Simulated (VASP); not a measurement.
# BC5 (P-6m2) in VASP: further runs, part 2 of 2

VASP 6.6.1. The steps go on from the part before.

## 4. Relaxation of cell and atoms, PBE

This run uses another cell than the first one, of 15.95 Å³/atom.

File INCAR:

```
SYSTEM = BC5
  PREC = Accurate
  ENCUT = 600
  EDIFF = 1E-6
  ISMEAR = 0
  SIGMA = 0.1
  LREAL = .FALSE.
  LASPH = .TRUE.
  NELM = 60
  ALGO = Normal
  ISIF = 3
  LWAVE = .FALSE.
  LCHARG = .FALSE.
  GGA = PE
  IBRION = 2
  NSW = 90
  EDIFFG = -0.04
```

File KPOINTS:

```
regular mesh
0
G
  6 6 2
  0 0 0
```

File POSCAR:

```
BC5
1.0
    2.8562756100      0.0000000000      0.0000000000
   -1.4281378000      2.4736072400      0.0000000000
    0.0000000000      0.0000000000     13.5477900500
B C
1 5
Direct
    0.0000000000      0.0000000000      0.0000000000
    0.6666666700      0.3333333300      0.8533704300
    0.0000000000      0.0000000000      0.6760535800
    0.6666666700      0.3333333300      0.5000000000
    0.0000000000      0.0000000000      0.3239464200
    0.6666666700      0.3333333300      0.1466295700
```

On the command line:

```console
cat potpaw_PBE.64/B/POTCAR potpaw_PBE.64/C/POTCAR > POTCAR
mpirun -np 1 vasp_std > vasp.out
```

Run time: 20 min. Hardware: 1 thread of Intel Xeon 6975P-C (Granite Rapids), shared host; peak memory 0.25 GiB.

The run converged. Its results:

* Free energy: -39.9400 eV
* Relaxed volume: 9.30 Å³/atom
* Relaxed cell: a = 2.611 Å, b = 2.611 Å, c = 9.451 Å, α = 90.00°, β = 90.00°, γ = 120.00°
* Space group after relaxing (to 0.1 Å): P-6m2 (No. 187)
* Pressure after relaxing: 0.3 GPa
* Largest force after relaxing: 0.022 eV/Å
* Band gap on the k mesh: zero (an odd number of electrons rules out a gap without spin polarisation)

Forces in eV/Å, atoms in the order of the input:
```
B    0.000  0.000  0.000
C    0.000  0.000  0.015
C    0.000  0.000 -0.022
C    0.000  0.000  0.000
C    0.000  0.000  0.022
C    0.000  0.000 -0.015
```

Stress tensor (GPa, compression positive):
```
0.43 0.00 0.00
0.00 0.43 0.00
0.00 0.00 0.15
```

Final structure:
```cif
data_structure
_symmetry_space_group_name_H-M 'P 1'
_symmetry_Int_Tables_number 1
_cell_length_a 2.6109
_cell_length_b 2.6109
_cell_length_c 9.4506
_cell_angle_alpha 90.000
_cell_angle_beta 90.000
_cell_angle_gamma 120.000
_cell_volume 55.79
loop_
_atom_site_label
_atom_site_type_symbol
_atom_site_fract_x
_atom_site_fract_y
_atom_site_fract_z
_atom_site_occupancy
B1 B 0.00000 0.00000 0.00000 1
C1 C 0.66667 0.33333 0.92656 1
C2 C 0.00000 0.00000 0.58525 1
C3 C 0.66667 0.33333 0.50000 1
C4 C 0.00000 0.00000 0.41475 1
C5 C 0.66667 0.33333 0.07344 1
```

Levels at points of the mesh, in eV from the Fermi level:
| k point | band 8 | band 9 | band 10 | band 11 | band 12 | band 13 | band 14 | band 15 |
| --- | --- | --- | --- | --- | --- | --- | --- | --- |
| (0.00, 0.00, 0.00) | -3.23 | -2.47 | -2.47 | 1.51 | 2.10 | 3.55 | 3.55 | 3.55 |
| (0.50, 0.00, 0.00) | -5.43 | -4.98 | -2.95 | -2.11 | -0.79 | 1.04 | 1.87 | 4.63 |
| (0.00, 0.00, 0.50) | -3.64 | -2.47 | -2.47 | 1.84 | 2.07 | 3.55 | 3.55 | 3.55 |
| (0.50, 0.00, 0.50) | -5.43 | -5.00 | -2.97 | -2.06 | -0.80 | 1.03 | 1.87 | 4.63 |

Caveat: the k points lie up to 0.46 Å⁻¹ apart in the final cell, too coarse for converged energies and pressures of a metal; the volume moved by over 15 % at a fixed basis, so the end points are rough; this functional lacks dispersion, which binds layers or chains, so the pressure and a relaxed spacing across them are unreliable; an odd number of electrons without spin polarisation forces a metal; a magnetic or distorted state may lie lower.

## 5. Single point, PBE, collinear spin

File INCAR:

```
ALGO = Normal
EDIFF = 1E-7
ENCUT = 520
GGA = PE
ISIF = 2
ISMEAR = 0
ISPIN = 2
LASPH = True
LCHARG = False
LORBIT = 11
LREAL = False
LWAVE = False
MAGMOM = 0 1 1 1 1 1
NBANDS = 24
NELM = 150
PREC = Accurate
SIGMA = 0.1
```

File KPOINTS:

```
k-points
0
Gamma
  6 6 2
```

File POSCAR:

```
BC5
1.0
    2.6143690550      0.0000000000      0.0000000000
   -1.3071845275      2.2641100165      0.0000000000
    0.0000000000      0.0000000000     13.4912636284
B C
1 5
Direct
    0.0000000000      0.0000000000      0.0000000000
    0.6666666667      0.3333333333      0.9488061056
    0.0000000000      0.0000000000      0.5597065985
    0.6666666667      0.3333333333      0.5000000000
    0.0000000000      0.0000000000      0.4402934015
    0.6666666667      0.3333333333      0.0511938944
```

On the command line:

```console
cat potpaw_PBE.64/B/POTCAR potpaw_PBE.64/C/POTCAR > POTCAR
mpirun -np 1 vasp_std > vasp.out
```

Run time: 2 min. Hardware: 1 thread of Intel Xeon 6975P-C (Granite Rapids), shared host; peak memory 0.23 GiB.

The run converged. Its results:

```yaml
Free_energy: -39.8734 eV
Pressure: 0.1 GPa
Largest_force: 0.137 eV/Å
Net_moment: 0.25 μB per cell
Site_moments: B -0.00; C -0.00, +0.08, -0.01 (each value once) μB
Valence_electrons_inside_the_program's_atomic_spheres: B 2.09; C 2.51, 2.28, 2.29 (each value once)
```

Forces in eV/Å, atoms in the order of the input:
```
B    0.000  0.000  0.000
C    0.000  0.000 -0.137
C    0.000  0.000  0.048
C    0.000  0.000  0.000
C    0.000  0.000 -0.048
C    0.000  0.000  0.137
```

Stress tensor (GPa, compression positive):
```
-0.09  0.00  0.00
 0.00 -0.09  0.00
 0.00  0.00  0.33
```

Levels at points of the mesh, in eV from the Fermi level:
Spin up:
```csv
k point,band 8,band 9,band 10,band 11,band 12,band 13,band 14,band 15
"(0.00, 0.00, 0.00)",-3.54,-2.58,-2.58,1.47,2.05,3.44,3.44,3.53
"(0.50, 0.00, 0.00)",-5.51,-4.96,-2.92,-2.12,-0.77,1.02,1.78,4.64
"(0.00, 0.00, 0.50)",-3.54,-2.58,-2.58,1.48,2.05,3.44,3.44,3.53
"(0.50, 0.00, 0.50)",-5.51,-4.96,-2.92,-2.12,-0.77,1.02,1.78,4.64
```
Spin down:
| k point | band 8 | band 9 | band 10 | band 11 | band 12 | band 13 | band 14 | band 15 |
| --- | --- | --- | --- | --- | --- | --- | --- | --- |
| (0.00, 0.00, 0.00) | -3.54 | -2.58 | -2.58 | 1.50 | 2.08 | 3.66 | 3.66 | 3.75 |
| (0.50, 0.00, 0.00) | -5.51 | -4.96 | -2.93 | -2.02 | -0.77 | 1.10 | 2.08 | 4.64 |
| (0.00, 0.00, 0.50) | -3.54 | -2.58 | -2.58 | 1.51 | 2.07 | 3.66 | 3.66 | 3.75 |
| (0.50, 0.00, 0.50) | -5.51 | -4.96 | -2.93 | -2.02 | -0.77 | 1.10 | 2.08 | 4.64 |

Caveat: the k points lie up to 0.46 Å⁻¹ apart; a moment this small can come from the mesh or the smearing; this functional lacks dispersion, which binds layers or chains, so the pressure and a relaxed spacing across them are unreliable.

## 6. The runs side by side

```csv
task,spin,cell,cutoff (eV),gap on the mesh (eV),pressure (GPa),largest force (eV/Å)
single point,off,"a = 2.614, b = 2.614, c = 13.491 Å, angles 90.0, 90.0, 120.0°, 6 atoms, atomic positions A",520,none,0.1,0.14
single point,off,"a = 2.856, b = 2.856, c = 13.548 Å, angles 90.0, 90.0, 120.0°, 6 atoms, atomic positions B",520,none,-26.1,1.23
relaxation of cell and atoms,off,"relaxed from a = 2.856, b = 2.856, c = 13.548 Å, angles 90.0, 90.0, 120.0°, 6 atoms, atomic positions B",600,none,0.3,0.02
single point,collinear,"a = 2.614, b = 2.614, c = 13.491 Å, angles 90.0, 90.0, 120.0°, 6 atoms, atomic positions A",520,none,0.1,0.14
```

Alike in all rows: level PBE; potentials or basis VASP PAW PBE potentials, release 64 (B, C); k mesh 6 × 6 × 2; smearing gaussian 0.1 eV.

Caveats: all runs use coarse meshes; this functional lacks dispersion, which binds layers or chains, so the pressure and a relaxed spacing across them are unreliable (at least some runs); an odd number of electrons without spin polarisation forces a metal (at least some runs); a magnetic or distorted state may lie lower (at least some runs); the volume moved by over 15 % at a fixed basis, so the end points are rough (at least some runs); a moment this small can come from the mesh or the smearing (at least some runs).

Total energies depend on the potentials used, so only differences within one code and one set of settings carry meaning.
